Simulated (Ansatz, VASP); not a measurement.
## CdS in VASP and in Ansatz

```
Cd S
1.0
     0.00000    2.91650    2.91650
     2.91650    0.00000    2.91650
     2.91650    2.91650    0.00000
Cd S
1 1
Direct
  0.00984 0.99449 0.99729
  0.23711 0.25698 0.25981
```

Alike in both runs: task single point; functional PBE; k mesh 4 × 4 × 4; no spin polarisation.

|  | VASP | Ansatz |
| --- | --- | --- |
| version | VASP 6.6.1 | Ansatz 0.2.0 |
| potentials or method | VASP PAW PBE potentials, release 64 (Cd, S), cutoff 520 eV | plane waves, PAW |
| occupations | gaussian, width 0.01 eV | fixed |
| valence electrons in the cell | 18 | 26 |

Ansatz gave:

```
pressure (GPa)                                                : 3.2
traceless stress, the component that is largest in VASP (GPa) : -1.58
rms of the force components (eV/Å)                            : 0.225
```

Q: What did VASP give for the same quantities?

A: Pressure (GPa): 3.5; traceless stress, the component that is largest in VASP (GPa): -1.65; rms of the force components (eV/Å): 0.231.

Atom by atom the forces differ by 0.006 eV/Å (rms over components). VASP's potentials hold 18 valence electrons a cell and Ansatz's 26, so a difference there can come from the potentials and not from the codes. Ansatz's warnings: stress scf threshold loose.

The k mesh is coarse, so the values compare programs but aren't converged.
